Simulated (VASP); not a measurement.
# NaF (I4/mmm) in VASP: notebook, part 2 of 3

VASP 6.6.1. Earlier steps stand in the parts before.

## (3) Single point, r2SCAN

This run uses another cell than the first one, of the same volume but with other edges.

Input file POSCAR:

```
NaF
1.0
    0.0000000000      2.0699291914      2.9268798766
    2.0699291914      0.0000000000      2.9268798766
    2.0699291914      2.0699291914      0.0000000000
Na F
1 1
Direct
    0.0000000000      0.0000000000      0.0000000000
    0.5000000000      0.5000000000      0.5000000000
```

Input file INCAR.step1:

```
  PREC = Accurate
  ENCUT = 520
  ISMEAR = 0
  SIGMA = 0.05
  LREAL = F
  LASPH = T
  NELM = 60
  NBANDS = 14
  GGA = PE
  ALGO = Normal
  EDIFF = 1E-4
  LWAVE = T
  LCHARG = F
```

Input file INCAR.step2:

```
  PREC = Accurate
  ENCUT = 520
  EDIFF = 1E-6
  ISMEAR = 0
  SIGMA = 0.05
  LREAL = F
  LASPH = T
  NELM = 60
  ALGO = Normal
  ISIF = 2
  LWAVE = F
  LCHARG = T
  METAGGA = R2SCAN
  LMIXTAU = T
  LELF = T
  LVHAR = T
  NBANDS = 14
  ISTART = 1
```

Input file KPOINTS:

```
Automatic mesh
0
Gamma
  10 10 10
```

Potentials or basis: VASP PAW PBE potentials, release 64 (Na_pv, F).

Command:

```bash
$ cat potpaw_PBE.64/Na_pv/POTCAR potpaw_PBE.64/F/POTCAR > POTCAR
$ cp INCAR.step1 INCAR
$ mpirun -np 1 vasp_std > vasp.out
$ cp INCAR.step2 INCAR
$ mpirun -np 1 vasp_std > vasp.out
```

OUTCAR:

```text
PREC = Accurate
   ENCUT = 520
   EDIFF = 1E-6
   ISMEAR = 0
   LREAL = F
   LASPH = T
   NELM = 60
   ISIF = 2
   METAGGA = R2SCAN
   ISTART = 1

 ion  position               nearest neighbor table
   1  0.000  0.000  0.000-   2 2.07   2 2.07   2 2.07   2 2.07
   2  0.500  0.500  0.500-   1 2.07   1 2.07   1 2.07   1 2.07

  LATTYP: Found a body centered tetragonal cell.
 ALAT       =     2.9273219356
 C/A-ratio  =     1.9996979772

  Lattice vectors:

 A1 = (  -2.0699291914,   0.0000000000,   2.9268798766)
 A2 = (   2.0699291914,   0.0000000000,   2.9268798766)
 A3 = (   0.0000000000,   2.0699291914,  -2.9268798766)

Analysis of symmetry for initial positions (statically):
=====================================================================
 Subroutine PRICEL returns:
 Original cell was already a primitive cell.

 Routine SETGRP: Setting up the symmetry group for a
 body centered tetragonal supercell.

 Subroutine GETGRP returns: Found 16 space group operations
 (whereof 16 operations were pure point group operations)
 out of a pool of 16 trial point group operations.

The static configuration has the point symmetry D_4h.

Analysis of symmetry for dynamics (positions and initial velocities):
=====================================================================
 Subroutine PRICEL returns:
 Original cell was already a primitive cell.

 Routine SETGRP: Setting up the symmetry group for a
 body centered tetragonal supercell.

 Subroutine GETGRP returns: Found 16 space group operations
 (whereof 16 operations were pure point group operations)
 out of a pool of 16 trial point group operations.

The dynamic configuration has the point symmetry D_4h.

 Subroutine INISYM returns: Found 16 space group operations
 (whereof 16 operations are pure point group operations),
 and found     1 'primitive' translations

----------------------------------------------------------------------------------------

                                     Primitive cell

  volume of cell :      25.0811

  direct lattice vectors                    reciprocal lattice vectors
     0.000000000  2.069929191  2.926879877    -0.241554157  0.241554157  0.170830379
     2.069929191  0.000000000  2.926879877     0.241554157 -0.241554157  0.170830379
     2.069929191  2.069929191  0.000000000     0.241554157  0.241554157 -0.170830379

  length of vectors
     3.584861597  3.584861597  2.927321936     0.381942194  0.381942194  0.381942194

  position of ions in fractional coordinates (direct lattice)
     0.000000000  0.000000000  0.000000000
     0.500000000  0.500000000  0.500000000

  ion indices of the primitive-cell ions
   primitive index   ion index
                 1           1
                 2           2

----------------------------------------------------------------------------------------

 KPOINTS: Automatic mesh

Automatic generation of k-mesh.
 Grid dimensions read from file:
 generate k-points for:   10   10   10

 Generating k-lattice:

  Cartesian coordinates                     Fractional coordinates (reciprocal lattice)
    -0.024155416  0.024155416  0.017083038     0.100000000  0.000000000  0.000000000
     0.024155416 -0.024155416  0.017083038     0.000000000  0.100000000  0.000000000
     0.024155416  0.024155416 -0.017083038     0.000000000  0.000000000  0.100000000

  Length of vectors
     0.038194219  0.038194219  0.038194219

  Shift w.r.t. Gamma in fractional coordinates (k-lattice)
     0.000000000  0.000000000  0.000000000

 Subroutine IBZKPT returns following result:
 ===========================================

 Found    102 irreducible k-points:

 Following reciprocal coordinates:
            Coordinates               Weight
  0.000000  0.000000  0.000000      1.000000
  0.100000 -0.000000  0.000000      8.000000
  0.200000 -0.000000  0.000000      8.000000
  0.300000  0.000000  0.000000      8.000000
  0.400000  0.000000  0.000000      8.000000
  0.500000  0.000000  0.000000      4.000000
[... 16 lines left out ...]
  0.300000  0.300000  0.000000      2.000000
  0.400000  0.300000  0.000000      8.000000
 [... further k-points ...]
   k-points           NKPTS =    102   k-points in BZ     NKDIM =    102   number of bands    NBANDS=     14
   number of dos      NEDOS =    301   number of ions     NIONS =      2
   total plane-waves  NPLWV =  18816
   dimension x,y,z NGX =    28 NGY =   28 NGZ =   24
   dimension x,y,z NGXF=    56 NGYF=   56 NGZF=   48
   ions per type =               1   1
   NGX,Y,Z   is equivalent  to a cutoff of  12.98, 12.98, 13.63 a.u.
   NGXF,Y,Z  is equivalent  to a cutoff of  25.97, 25.97, 27.26 a.u.
 SYSTEM =  unknown system
   PREC   = accura    normal or accurate (medium, high low for compatibility)
   ISTART =      1    job   : 0-new  1-cont  2-samecut
   ICHARG =      0    charge: 1-file 2-atom 10-const
   ISPIN  =      1    spin polarized calculation?
   LNONCOLLINEAR =      F non collinear calculations
   LSORBIT =      F    spin-orbit coupling
   LASPH  =      T    aspherical Exc in radial PAW
   ENCUT  =  520.0 eV  38.22 Ry    6.18 a.u.   6.67  6.67  5.44*2*pi/ulx,y,z
   NELM   =     60;   NELMIN=  2; NELMDL=  0     # of ELM steps
   EDIFF  = 0.1E-05   stopping-criterion for ELM
   LREAL  =      F    real-space projection
   EDIFFG = 0.1E-04   stopping-criterion for IOM
   NSW    =      0    number of steps for IOM
   IBRION =     -1    ionic relax: 0-MD 1-quasi-New 2-CG
   NFREE  =      0    steps in history (QN), initial steepest desc. (CG)
   ISIF   =      2    stress and relaxation
   ISYM   =      2    0-nonsym 1-usesym 2-fastsym
   POTIM  = 0.5000    time-step for ionic-motion
   TEBEG  =    0.0;   TEEND  =   0.0 temperature during run
   PSTRESS=    0.0 pullay stress
   NELECT =      14.0000    total number of electrons
   NUPDOWN=      -1.0000    fix difference up-down
   EMIN   =  10.00;   EMAX   =-10.00  energy-range for DOS
   EFERMI =   0.00;   METHOD = LEGACY
   ISMEAR =     0;   SIGMA  =   0.05  broadening in eV -4-tet -1-fermi 0-gaus
   EFERMI_NEDOS =   21; number of points for ismear=-14 and -15
   IALGO  =     38    algorithm
   IMIX   =      4    mixing-type and parameters
     AMIX     =   0.40;   BMIX     =  1.00
     AMIX_MAG =   1.60;   BMIX_MAG =  1.00
  volume/ion in A,a.u.               =      12.54        84.63
  Fermi-wavevector in a.u.,A,eV,Ry     =   1.347935  2.547227 24.720809  1.816928
  Thomas-Fermi vector in A             =   2.475645
   LORBIT       =      0    0 simple, 1 ext, 2 COOP (PROOUT), +10 PAW based schemes
   METAGGA = R2SCAN    functional components
   LHFCALC =     F    Hartree Fock is set to
   AEXX    =    0.0000 exact exchange contribution
   IVDW    =     0    specifies the selected vdW correction
   LEPSILON=     F    determine dielectric tensor
   LRPA    =     F    only Hartree local field effects (RPA)
 non-spin polarized calculation
 Gauss-broadening in eV      SIGMA  =   0.05
  energy-cutoff  :      520.00
  volume of cell :       25.08
 maximum number of plane-waves:       695
   NGX = 13   NGY = 13   NGZ = 11

 number of electron      14.0000002 magnetization

 Free energy of the ion-electron system (eV)
  ---------------------------------------------------
  ext. energy  EPLUGINS =         0.00000000
  ---------------------------------------------------
  free energy    TOTEN  =       -12.18123043 eV

  energy without entropy =      -12.18123043  energy(sigma->0) =      -12.18123043

 E-fermi :  -2.4694     XC(G=0):  -9.5525

 val. band max:       -2.6996963280   @ k =   0.0000   0.0000   0.0000
 cond. band min:       4.0371147636   @ k =   0.0000   0.0000   0.0000
 fundamental gap:      6.7368110916
 Fermi energy:        -2.4693556069

 k-point     1 :       0.0000    0.0000    0.0000
  band No.  band energies     occupation
      1     -23.2040      2.00000
      2     -22.0197      2.00000
      3     -21.8812      2.00000
      4     -21.8807      2.00000
      5      -3.0138      2.00000
      6      -2.6997      2.00000
      7      -2.6997      2.00000
      8       4.0371      0.00000
      9      16.3136      0.00000
     10      18.8760      0.00000
     11      18.8768      0.00000
     12      19.0585      0.00000
     13      20.4591      0.00000
     14      20.8236      0.00000
[... 375 lines left out ...]
 k-point    24 :       0.4000    0.3000    0.0000
  band No.  band energies     occupation
      1     -23.2365      2.00000
      2     -22.0742      2.00000
      3     -21.8853      2.00000
      4     -21.7683      2.00000
      5      -3.9986      2.00000
      6      -2.9360      2.00000
      7      -2.8010      2.00000
      8       7.2560      0.00000
      9      13.4520      0.00000
     10      13.9838      0.00000
     11      19.5982      0.00000
     12      20.7439      0.00000
     13      23.9373      0.00000
     14      26.8733      0.00000

 [... further k-points ...]
[... 5 lines left out ...]
  --------------------------------------------------------------------------------------
  -------------------------------------------------------------------------------------
  Total        2.9739159      2.9739159     -0.8153579      0.0000000     -0.0000000      0.0000000
  in kB      189.9736585    189.9736585    -52.0850383      0.0000000     -0.0000000      0.0000000
  external PRESSURE =     109.2874262 kB  Pullay stress =       0.0000000 kB

 VOLUME and BASIS-vectors are now :
 -----------------------------------------------------------------------------
  energy-cutoff  :      520.00
  volume of cell :       25.08
      direct lattice vectors                 reciprocal lattice vectors
     0.000000000  2.069929191  2.926879877    -0.241554157  0.241554157  0.170830379
     2.069929191  0.000000000  2.926879877     0.241554157 -0.241554157  0.170830379
     2.069929191  2.069929191  0.000000000     0.241554157  0.241554157 -0.170830379

 POSITION                                       TOTAL-FORCE (eV/Angst)
 -----------------------------------------------------------------------------------
      0.00000      0.00000      0.00000         0.000000     -0.000000     -0.000000
      2.06993      2.06993      2.92688        -0.000000      0.000000      0.000000
 -----------------------------------------------------------------------------------
    total drift:                                0.000000      0.000000      0.000000

  FREE ENERGIE OF THE ION-ELECTRON SYSTEM (eV)
  ---------------------------------------------------
  free  energy   TOTEN  =       -12.1812304274 eV

  energy  without entropy=      -12.1812304274  energy(sigma->0) =      -12.18123043
```

OUTCAR.step1:

```text
PREC = Accurate
   ENCUT = 520
   ISMEAR = 0
   LREAL = F
   LASPH = T
[... 629 lines left out ...]
 -----------------------------------------------------------------------------------
      0.00000      0.00000      0.00000        -0.000000      0.000000     -0.000000
      2.06993      2.06993      2.92688         0.000000     -0.000000      0.000000
 -----------------------------------------------------------------------------------
    total drift:                                0.000000      0.000000      0.000000

  FREE ENERGIE OF THE ION-ELECTRON SYSTEM (eV)
  ---------------------------------------------------
  free  energy   TOTEN  =        -8.1086893571 eV

  energy  without entropy=       -8.1086893571  energy(sigma->0) =       -8.10868936
```

OSZICAR.step1:

```text
N       E                     dE             d eps       ncg     rms          rms(c)
DAV:   1     0.109273477362E+03    0.10927E+03   -0.78017E+03  2904   0.123E+03
DAV:   2    -0.383166534122E+01   -0.11311E+03   -0.10501E+03  3114   0.340E+02
DAV:   3    -0.920542466940E+01   -0.53738E+01   -0.53640E+01  3552   0.688E+01
DAV:   4    -0.925077545281E+01   -0.45351E-01   -0.45349E-01  3174   0.677E+00
DAV:   5    -0.925125889574E+01   -0.48344E-03   -0.48344E-03  3648   0.697E-01    0.602E+00
DAV:   6    -0.812555679168E+01    0.11257E+01   -0.36584E+00  3974   0.178E+01    0.188E+00
DAV:   7    -0.810719717307E+01    0.18360E-01   -0.43728E-02  2910   0.225E+00    0.115E+00
DAV:   8    -0.810770644028E+01   -0.50927E-03   -0.33991E-02  2964   0.282E+00    0.175E-01
DAV:   9    -0.810863823138E+01   -0.93179E-03   -0.48240E-03  3402   0.817E-01    0.103E-01
DAV:  10    -0.810869318078E+01   -0.54949E-04   -0.12905E-03  3042   0.474E-01    0.184E-02
DAV:  11    -0.810868935714E+01    0.38236E-05   -0.41160E-05  2190   0.805E-02
   1 F= -.81086894E+01 E0= -.81086894E+01  d E =-.174733E-19
```

It took 62 s on 1 thread of Intel Xeon 6975P-C (Granite Rapids), shared host; peak memory 0.16 GiB.

What came out:

* Free energy: -12.1812 eV
* Pressure: 10.9 GPa
* Band gap on the k mesh: 6.74 eV

Levels at points of the mesh, in eV from the valence-band top:
```csv
k point,band 3,band 4,band 5,band 6,band 7,band 8,band 9,band 10,band 11,band 12
"(0.00, 0.00, 0.00)",-19.18,-19.18,-0.31,0.00,0.00,6.74,19.01,21.58,21.58,21.76
"(0.50, 0.00, 0.00)",-19.14,-18.31,-1.72,-0.60,-0.25,11.36,12.90,19.64,22.07,25.33
"(0.50, 0.50, 0.00)",-19.19,-19.19,-1.53,-0.10,-0.10,11.06,14.59,16.40,23.92,23.92
"(0.50, 0.00, 0.50)",-19.37,-19.31,-1.14,-0.85,-0.37,13.63,15.20,15.46,18.57,22.07
```

Caveat: the cell stands under pressure; the PAW data sets were made with another functional, which shifts forces and pressure a little. A k mesh can miss the band edges.

## (4) Single point, r2SCAN

This run uses another cell than the first one, of the same volume but with other edges.

Input file POSCAR:

```
NaF
1.0
    0.0000000000      2.4526315871      2.0847368491
    2.4526315871      0.0000000000      2.0847368491
    2.4526315871      2.4526315871      0.0000000000
Na F
1 1
Direct
    0.0000000000      0.0000000000      0.0000000000
    0.5000000000      0.5000000000      0.5000000000
```

Input file INCAR.step1:

```
SYSTEM = NaF
  PREC = Accurate
  ENCUT = 520
  ISMEAR = 0
  SIGMA = 0.05
  LREAL = .FALSE.
  LASPH = .TRUE.
  NELM = 60
  NBANDS = 14
  GGA = PE
  ALGO = Normal
  EDIFF = 1E-4
  LWAVE = .TRUE.
  LCHARG = .FALSE.
```

Input file INCAR.step2:

```
SYSTEM = NaF
  PREC = Accurate
  ENCUT = 520
  EDIFF = 1E-7
  ISMEAR = 0
  SIGMA = 0.05
  LREAL = .FALSE.
  LASPH = .TRUE.
  NELM = 60
  ALGO = Normal
  ISIF = 2
  LWAVE = .FALSE.
  LCHARG = .FALSE.
  METAGGA = R2SCAN
  LMIXTAU = .TRUE.
  NBANDS = 14
  ISTART = 1
```

Input file KPOINTS:

```
Automatic mesh
0
G
  10 10 10
  0 0 0
```

Potentials or basis: VASP PAW PBE potentials, release 64 (Na_pv, F).

Command:

```bash
$ cat potpaw_PBE.64/Na_pv/POTCAR potpaw_PBE.64/F/POTCAR > POTCAR
$ cp INCAR.step1 INCAR
$ mpirun -np 1 vasp_std > vasp.out
$ cp INCAR.step2 INCAR
$ mpirun -np 1 vasp_std > vasp.out
```

OUTCAR:

```text
SYSTEM = NaF
   PREC = Accurate
   ENCUT = 520
   EDIFF = 1E-7
   ISMEAR = 0
   LREAL = .FALSE.
   LASPH = .TRUE.
   NELM = 60
   ISIF = 2
   METAGGA = R2SCAN
   ISTART = 1

 ion  position               nearest neighbor table
   1  0.000  0.000  0.000-   2 2.08   2 2.08
   2  0.500  0.500  0.500-   1 2.08   1 2.08

  LATTYP: Found a body centered tetragonal cell.
 ALAT       =     3.4685448540
 C/A-ratio  =     1.2020815281

  Lattice vectors:

 A1 = (   0.0000000000,  -2.4526315871,  -2.0847368491)
 A2 = (   0.0000000000,   2.4526315871,  -2.0847368491)
 A3 = (   2.4526315871,   0.0000000000,   2.0847368491)

Analysis of symmetry for initial positions (statically):
=====================================================================
 Subroutine PRICEL returns:
 Original cell was already a primitive cell.

 Routine SETGRP: Setting up the symmetry group for a
 body centered tetragonal supercell.

 Subroutine GETGRP returns: Found 16 space group operations
 (whereof 16 operations were pure point group operations)
 out of a pool of 16 trial point group operations.

The static configuration has the point symmetry D_4h.

Analysis of symmetry for dynamics (positions and initial velocities):
[... 169 lines left out ...]
      2     -22.2003      2.00000
      3     -22.2002      2.00000
      4     -22.1758      2.00000
      5      -2.7698      2.00000
      6      -2.7698      2.00000
      7      -2.7511      2.00000
      8       4.2752      0.00000
      9      16.8755      0.00000
     10      16.8757      0.00000
     11      17.9284      0.00000
     12      19.8869      0.00000
     13      19.9307      0.00000
     14      24.4582      0.00000
[... 377 lines left out ...]
      1     -23.3483      2.00000
      2     -22.2570      2.00000
      3     -22.2555      2.00000
      4     -21.7206      2.00000
      5      -3.8497      2.00000
      6      -3.2566      2.00000
      7      -3.2395      2.00000
      8       9.1113      0.00000
      9      10.8615      0.00000
     10      16.6688      0.00000
     11      16.9484      0.00000
     12      17.4203      0.00000
     13      23.6073      0.00000
     14      25.2360      0.00000

 [... further k-points ...]
[... 5 lines left out ...]
  --------------------------------------------------------------------------------------
  -------------------------------------------------------------------------------------
  Total       -0.7550085     -0.7550085      2.3541366      0.0000000     -0.0000000      0.0000000
  in kB      -48.2299213    -48.2299213    150.3821796      0.0000000     -0.0000000      0.0000000
  external PRESSURE =      17.9741123 kB  Pullay stress =       0.0000000 kB

 VOLUME and BASIS-vectors are now :
 -----------------------------------------------------------------------------
  energy-cutoff  :      520.00
  volume of cell :       25.08
      direct lattice vectors                 reciprocal lattice vectors
     0.000000000  2.452631587  2.084736849    -0.203862660  0.203862660  0.239838424
     2.452631587  0.000000000  2.084736849     0.203862660 -0.203862660  0.239838424
     2.452631587  2.452631587  0.000000000     0.203862660  0.203862660 -0.239838424

 POSITION                                       TOTAL-FORCE (eV/Angst)
 -----------------------------------------------------------------------------------
      0.00000      0.00000      0.00000        -0.000000      0.000000     -0.000000
      2.45263      2.45263      2.08474         0.000000     -0.000000      0.000000
 -----------------------------------------------------------------------------------
    total drift:                                0.000000     -0.000000      0.000000

  FREE ENERGIE OF THE ION-ELECTRON SYSTEM (eV)
  ---------------------------------------------------
  free  energy   TOTEN  =       -12.4514679220 eV

  energy  without entropy=      -12.4514679220  energy(sigma->0) =      -12.45146792
```

OUTCAR.step1:

```text
SYSTEM = NaF
   PREC = Accurate
   ENCUT = 520
   ISMEAR = 0
   LREAL = .FALSE.
   LASPH = .TRUE.
[... 630 lines left out ...]
      0.00000      0.00000      0.00000         0.000000      0.000000     -0.000000
      2.45263      2.45263      2.08474        -0.000000     -0.000000      0.000000
 -----------------------------------------------------------------------------------
    total drift:                                0.000000     -0.000000      0.000000

  FREE ENERGIE OF THE ION-ELECTRON SYSTEM (eV)
  ---------------------------------------------------
  free  energy   TOTEN  =        -8.4131840152 eV

  energy  without entropy=       -8.4131840152  energy(sigma->0) =       -8.41318402
```

Run time: 62 s. Hardware: 1 thread of Intel Xeon 6975P-C (Granite Rapids), shared host; peak memory 0.16 GiB.

Results:

```
Free energy            : -12.4515 eV
Pressure               : 1.8 GPa
Band gap on the k mesh : 7.03 eV
```

Caveat: the PAW data sets were made with another functional, which shifts forces and pressure a little. A k mesh can miss the band edges.

[end of part 2 of 3]
